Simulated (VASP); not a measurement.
# GdAl2N3 (P4/mmm) in VASP: relaxation of cell and atoms with PBE

Aim: the relaxation of cell and atoms of GdAl2N3 with PBE.

Program: VASP 6.6.1. These are calculated values, not measurements. Logs are shortened: lines on timing, memory, paths and dates and some standing lists are left out, and cuts for length are marked.

## Step 1: The cell of the first run

The structure is tetragonal, space group P4/mmm (No. 123). Conventional cell: a = 7.434 Å, b = 7.434 Å, c = 3.635 Å, α = 90.00°, β = 90.00°, γ = 90.00°. Gd (site symmetry 4/mmm) has 2 N at 1.82 Å within 2.4 Å. Within 2.4 Å of Al (site symmetry mmm) lie 2 N at 1.82 Å. N (site symmetry mmm) has 2 Al at 1.82 Å within 2.4 Å. Within 2.4 Å of N (site symmetry 4/mmm) lie 2 Gd at 1.82 Å.

The cell was generated, and may not be a known phase.

## Step 2: Relaxation of cell and atoms, PBE, collinear spin

File INCAR:

```
ALGO     = Normal         # electronic algorithm
EDIFF    = 1E-7           # SCF threshold, eV
EDIFFG   = -0.04          # ionic threshold
ENCUT    = 600            # plane-wave cutoff, eV
GGA      = PE             # functional
IBRION   = 2              # ionic algorithm
ISIF     = 3              # what is computed and relaxed
ISMEAR   = 0              # smearing method
ISPIN    = 2              # spin polarisation
KPAR     = 4            
LASPH    = True           # aspherical terms in the spheres
LCHARG   = False          # write CHGCAR
LMAXMIX  = 6              # l up to which the mixer works
LORBIT   = 11             # projections on sites
LREAL    = False          # projectors in reciprocal space
LWAVE    = False          # write WAVECAR
MAGMOM   = 6.48 0 0 0 0 -0.26 # initial moments
NELM     = 150            # most SCF steps
NSW      = 90             # ionic steps
PREC     = Accurate       # precision mode
SIGMA    = 0.1            # smearing width, eV
```

File KPOINTS:

```
k-points
0
Gamma
  4 4 6
```

File POSCAR:

```
GdAl2N3
1.0
    7.4335316883      0.0000000000      0.0000000000
    0.0000000000      7.4335316883      0.0000000000
    0.0000000000      0.0000000000      3.6346426594
Gd Al N
1 2 3
Direct
    0.0000000000      0.0000000000      0.5000000000
    0.0000000000      0.5000000000      0.5000000000
    0.5000000000      0.0000000000      0.5000000000
    0.0000000000      0.5000000000      0.0000000000
    0.5000000000      0.0000000000      0.0000000000
    0.0000000000      0.0000000000      0.0000000000
```

Potentials or basis: VASP PAW PBE potentials, release 64 (Gd, Al, N).

Started as:

```sh
cat potpaw_PBE.64/Gd/POTCAR potpaw_PBE.64/Al/POTCAR potpaw_PBE.64/N/POTCAR > POTCAR
mpirun -np 4 vasp_std > vasp.out
```

OUTCAR:

```text
EDIFF = 1E-7
   EDIFFG = -0.04
   ENCUT = 600
   GGA = PE
   IBRION = 2
   ISIF = 3
   ISMEAR = 0
   ISPIN = 2
   LASPH = True
   LORBIT = 11
   LREAL = False
   NELM = 150
   NSW = 90
   PREC = Accurate

 ion  position               nearest neighbor table
   1  0.000  0.000  0.500-   6 1.82   6 1.82
   2  0.000  0.500  0.500-   4 1.82   4 1.82
   3  0.500  0.000  0.500-   5 1.82   5 1.82
   4  0.000  0.500  0.000-   2 1.82   2 1.82
   5  0.500  0.000  0.000-   3 1.82   3 1.82
   6  0.000  0.000  0.000-   1 1.82   1 1.82

  LATTYP: Found a simple tetragonal cell.
 ALAT       =     7.4335316883
 C/A-ratio  =     0.4889523327

  Lattice vectors:

 A1 = (   7.4335316883,   0.0000000000,   0.0000000000)
 A2 = (   0.0000000000,   7.4335316883,   0.0000000000)
 A3 = (   0.0000000000,   0.0000000000,   3.6346426594)

Analysis of symmetry for initial positions (statically):
=====================================================================
 Subroutine PRICEL returns:
 Original cell was already a primitive cell.

 Routine SETGRP: Setting up the symmetry group for a
 simple tetragonal supercell.

 Subroutine GETGRP returns: Found 16 space group operations
 (whereof 16 operations were pure point group operations)
 out of a pool of 16 trial point group operations.

The static configuration has the point symmetry D_4h.

Analysis of symmetry for dynamics (positions and initial velocities):
=====================================================================
 Subroutine PRICEL returns:
 Original cell was already a primitive cell.

 Routine SETGRP: Setting up the symmetry group for a
 simple tetragonal supercell.

 Subroutine GETGRP returns: Found 16 space group operations
 (whereof 16 operations were pure point group operations)
 out of a pool of 16 trial point group operations.

The dynamic configuration has the point symmetry D_4h.

Analysis of structural, dynamic, and magnetic symmetry:
=====================================================================
 Subroutine PRICEL returns:
 Original cell was already a primitive cell.

 Routine SETGRP: Setting up the symmetry group for a
 simple tetragonal supercell.

 Subroutine GETGRP returns: Found 16 space group operations
 (whereof 16 operations were pure point group operations)
 out of a pool of 16 trial point group operations.

The overall configuration has the point symmetry D_4h.

 Subroutine INISYM returns: Found 16 space group operations
 (whereof 16 operations are pure point group operations),
 and found     1 'primitive' translations

----------------------------------------------------------------------------------------

                                     Primitive cell

  volume of cell :     200.8409

  direct lattice vectors                    reciprocal lattice vectors
     7.433531688  0.000000000  0.000000000     0.134525558  0.000000000  0.000000000
     0.000000000  7.433531688  0.000000000     0.000000000  0.134525558  0.000000000
     0.000000000  0.000000000  3.634642659     0.000000000  0.000000000  0.275130211

  length of vectors
     7.433531688  7.433531688  3.634642659     0.134525558  0.134525558  0.275130211

  position of ions in fractional coordinates (direct lattice)
     0.000000000  0.000000000  0.500000000
     0.000000000  0.500000000  0.500000000
     0.500000000  0.000000000  0.500000000
     0.000000000  0.500000000  0.000000000
     0.500000000  0.000000000  0.000000000
     0.000000000  0.000000000  0.000000000

  ion indices of the primitive-cell ions
   primitive index   ion index
                 1           1
                 2           2
                 3           3
                 4           4
                 5           5
                 6           6

----------------------------------------------------------------------------------------

 KPOINTS: k-points

Automatic generation of k-mesh.
 Grid dimensions read from file:
 generate k-points for:    4    4    6

 Generating k-lattice:

  Cartesian coordinates                     Fractional coordinates (reciprocal lattice)
     0.033631390  0.000000000  0.000000000     0.250000000  0.000000000  0.000000000
     0.000000000  0.033631390  0.000000000     0.000000000  0.250000000  0.000000000
     0.000000000  0.000000000  0.045855035     0.000000000  0.000000000  0.166666667

  Length of vectors
     0.033631390  0.033631390  0.045855035

  Shift w.r.t. Gamma in fractional coordinates (k-lattice)
     0.000000000  0.000000000  0.000000000

 Subroutine IBZKPT returns following result:
 ===========================================

 Found     24 irreducible k-points:

 Following reciprocal coordinates:
            Coordinates               Weight
  0.000000  0.000000  0.000000      1.000000
  0.250000  0.000000  0.000000      4.000000
  0.500000  0.000000  0.000000      2.000000
  0.250000  0.250000  0.000000      4.000000
  0.500000  0.250000  0.000000      4.000000
  0.500000  0.500000  0.000000      1.000000
[... 16 lines left out ...]
  0.500000  0.250000  0.500000      4.000000
  0.500000  0.500000  0.500000      1.000000
   k-points           NKPTS =     24   k-points in BZ     NKDIM =     24   number of bands    NBANDS=     26
   number of dos      NEDOS =    301   number of ions     NIONS =      6
   total plane-waves  NPLWV = 108000
   dimension x,y,z NGX =    60 NGY =   60 NGZ =   30
   dimension x,y,z NGXF=   120 NGYF=  120 NGZF=   60
   ions per type =               1   2   3
   NGX,Y,Z   is equivalent  to a cutoff of  13.42, 13.42, 13.72 a.u.
   NGXF,Y,Z  is equivalent  to a cutoff of  26.84, 26.84, 27.44 a.u.
 SYSTEM =  unknown system
   PREC   = accura    normal or accurate (medium, high low for compatibility)
   ISTART =      0    job   : 0-new  1-cont  2-samecut
   ICHARG =      2    charge: 1-file 2-atom 10-const
   ISPIN  =      2    spin polarized calculation?
   LNONCOLLINEAR =      F non collinear calculations
   LSORBIT =      F    spin-orbit coupling
   LASPH  =      T    aspherical Exc in radial PAW
   ENCUT  =  600.0 eV  44.10 Ry    6.64 a.u.  14.85 14.85  7.26*2*pi/ulx,y,z
   NELM   =    150;   NELMIN=  2; NELMDL= -5     # of ELM steps
   EDIFF  = 0.1E-06   stopping-criterion for ELM
   LREAL  =      F    real-space projection
   EDIFFG = -.4E-01   stopping-criterion for IOM
   NSW    =     90    number of steps for IOM
   IBRION =      2    ionic relax: 0-MD 1-quasi-New 2-CG
   NFREE  =      1    steps in history (QN), initial steepest desc. (CG)
   ISIF   =      3    stress and relaxation
   ISYM   =      2    0-nonsym 1-usesym 2-fastsym
   POTIM  = 0.5000    time-step for ionic-motion
   TEBEG  =    0.0;   TEEND  =   0.0 temperature during run
   PSTRESS=    0.0 pullay stress
   NELECT =      39.0000    total number of electrons
   NUPDOWN=      -1.0000    fix difference up-down
   EMIN   =  10.00;   EMAX   =-10.00  energy-range for DOS
   EFERMI =   0.00;   METHOD = LEGACY
   ISMEAR =     0;   SIGMA  =   0.10  broadening in eV -4-tet -1-fermi 0-gaus
   EFERMI_NEDOS =   21; number of points for ismear=-14 and -15
   IALGO  =     38    algorithm
   IMIX   =      4    mixing-type and parameters
     AMIX     =   0.40;   BMIX     =  1.00
     AMIX_MAG =   1.60;   BMIX_MAG =  1.00
  volume/ion in A,a.u.               =      33.47       225.89
  Fermi-wavevector in a.u.,A,eV,Ry     =   0.948009  1.791477 12.227835  0.898721
  Thomas-Fermi vector in A             =   2.076156
   LORBIT       =     11    0 simple, 1 ext, 2 COOP (PROOUT), +10 PAW based schemes
   GGA     = PE    functional components
   LHFCALC =     F    Hartree Fock is set to
   AEXX    =    0.0000 exact exchange contribution
   IVDW    =     0    specifies the selected vdW correction
   LEPSILON=     F    determine dielectric tensor
   LRPA    =     F    only Hartree local field effects (RPA)
 conjugate gradient relaxation of ions
 spin polarized calculation
 Gauss-broadening in eV      SIGMA  =   0.10
  energy-cutoff  :      600.00
  volume of cell :      200.84
 maximum number of plane-waves:      6728
 NGX is ok and might be reduce to    60
   NGX = 29   NGY = 29   NGZ = 15

--------------------------------------- Ionic step        1  -------------------------------------------

 number of electron      38.9999999 magnetization       6.5198443

 Free energy of the ion-electron system (eV)
  ---------------------------------------------------
  ext. energy  EPLUGINS =         0.00000000
  ---------------------------------------------------
  free energy    TOTEN  =       -39.94323962 eV

  energy without entropy =      -39.93271827  energy(sigma->0) =      -39.93797895

------------------------ aborting loop because EDIFF is reached ----------------------------------------

  FORCE on cell =-STRESS in cart. coord.  units (eV):
  Direction    XX          YY          ZZ          XY          YZ          ZX
  --------------------------------------------------------------------------------------
  -------------------------------------------------------------------------------------
  Total        0.3491767      0.3491767      2.1277818      0.0000000      0.0000000      0.0000000
  in kB        2.7855038      2.7855038     16.9740533      0.0000000      0.0000000      0.0000000
  external PRESSURE =       7.5150203 kB  Pullay stress =       0.0000000 kB
[... 185 lines left out ...]
  energy  without entropy=      -39.9411736549  energy(sigma->0) =      -39.94593629

--------------------------------------- Ionic step        6  -------------------------------------------

 number of electron      39.0000001 magnetization       6.5052555

 Free energy of the ion-electron system (eV)
  ---------------------------------------------------
  ext. energy  EPLUGINS =         0.00000000
  ---------------------------------------------------
  free energy    TOTEN  =       -39.95514229 eV

  energy without entropy =      -39.94543842  energy(sigma->0) =      -39.95029036

 E-fermi :  -0.4054     XC(G=0):  -6.2235

 val. band max:       -0.4076170731   @ k =   0.2500   0.2500   0.0000
 cond. band min:      -0.3400436408   @ k =   0.2500   0.2500   0.1667
 fundamental gap:      0.0675734323
 Fermi energy:        -0.4053949889

 spin component 1

 k-point     1 :       0.0000    0.0000    0.0000
  band No.  band energies     occupation
      1     -44.4811      1.00000
      2     -23.2130      1.00000
      3     -22.0095      1.00000
      4     -22.0095      1.00000
      5     -14.2531      1.00000
      6     -13.8657      1.00000
[... 685 lines left out ...]
     25       0.8676      0.00000
     26       1.2671      0.00000
 Fermi energy:        -0.4053949889

 spin component 2

 k-point     1 :       0.0000    0.0000    0.0000
  band No.  band energies     occupation
      1     -41.5875      1.00000
      2     -21.4176      1.00000
      3     -19.9884      1.00000
      4     -19.9884      1.00000
      5     -14.2574      1.00000
      6     -13.8598      1.00000
[... 718 lines left out ...]
  FREE ENERGIE OF THE ION-ELECTRON SYSTEM (eV)
  ---------------------------------------------------
  free  energy   TOTEN  =       -39.9551422948 eV

  energy  without entropy=      -39.9454384192  energy(sigma->0) =      -39.95029036

 reached required accuracy - stopping structural energy minimisation

 total charge

# of ion       s       p       d       f       tot
--------------------------------------------------
    1        2.029   5.612   0.897   7.257  15.796
    2        0.401   0.352   0.000   0.000   0.753
    3        0.401   0.352   0.000   0.000   0.753
    4        1.257   2.358   0.000   0.000   3.615
    5        1.257   2.358   0.000   0.000   3.615
    6        1.348   2.493   0.000   0.000   3.840
--------------------------------------------------
tot          6.693  13.524   0.897   7.257  28.371

 magnetization (x)

# of ion       s       p       d       f       tot
--------------------------------------------------
    1       -0.005  -0.065   0.068   6.420   6.418
    2       -0.013  -0.002   0.000   0.000  -0.015
    3       -0.013  -0.002   0.000   0.000  -0.015
    4       -0.004   0.011   0.000   0.000   0.006
    5       -0.004   0.011   0.000   0.000   0.006
    6       -0.008  -0.113   0.000   0.000  -0.121
--------------------------------------------------
tot         -0.047  -0.160   0.068   6.420   6.281
```

It took 36 min on 4 MPI ranks of Oxide Virtual Turin-like, shared host; peak memory 0.61 GiB.

Results:

| Property | Result |
| --- | --- |
| Free energy | -39.9551 eV |
| Relaxed volume | 34.43 Å³/atom |
| Relaxed cell | a = 7.519 Å, b = 7.519 Å, c = 3.653 Å, α = 90.00°, β = 90.00°, γ = 90.00° |
| Space group after relaxing (to 0.1 Å) | P4/mmm (No. 123) |
| Energy gained by relaxing | 2.0 meV/atom |
| Ionic steps | 6 |
| Pressure after relaxing | 0.1 GPa |
| Net moment | 6.51 μB per cell |
| Site moments | Gd +6.42; Al -0.01; N +0.01, -0.12 (each value once) μB |
| Valence electrons inside the program's atomic spheres | Gd 15.80; Al 0.75; N 3.62, 3.84 (each value once) |

The path:
```tsv
step	energy change (eV)	largest force (eV/Å)	pressure (GPa)	volume (Å³)
1	0.0000	0.0000	0.75	200.84
2	0.0254	0.0000	-1.19	205.43
3	-0.0056	0.0000	0.15	202.20
4	-0.0056	0.0000	0.17	202.17
5	-0.0075	0.0000	0.13	203.27
6	-0.0119	0.0000	0.07	206.57
```

Final structure:
```cif
data_structure
_symmetry_space_group_name_H-M 'P 1'
_symmetry_Int_Tables_number 1
_cell_length_a 7.5193
_cell_length_b 7.5193
_cell_length_c 3.6534
_cell_angle_alpha 90.000
_cell_angle_beta 90.000
_cell_angle_gamma 90.000
_cell_volume 206.57
loop_
_atom_site_label
_atom_site_type_symbol
_atom_site_fract_x
_atom_site_fract_y
_atom_site_fract_z
_atom_site_occupancy
Gd1 Gd 0.00000 0.00000 0.50000 1
Al1 Al 0.00000 0.50000 0.50000 1
Al2 Al 0.50000 0.00000 0.50000 1
N1 N 0.00000 0.50000 0.00000 1
N2 N 0.50000 0.00000 0.00000 1
N3 N 0.00000 0.00000 0.00000 1
```

Caveat: spin-orbit coupling is left out, which moves the levels of the heavy elements; a cell with one magnetic atom can't hold antiferromagnetic order, which such compounds often take; semilocal functionals describe open f shells poorly, which spoils levels, moments and volumes.
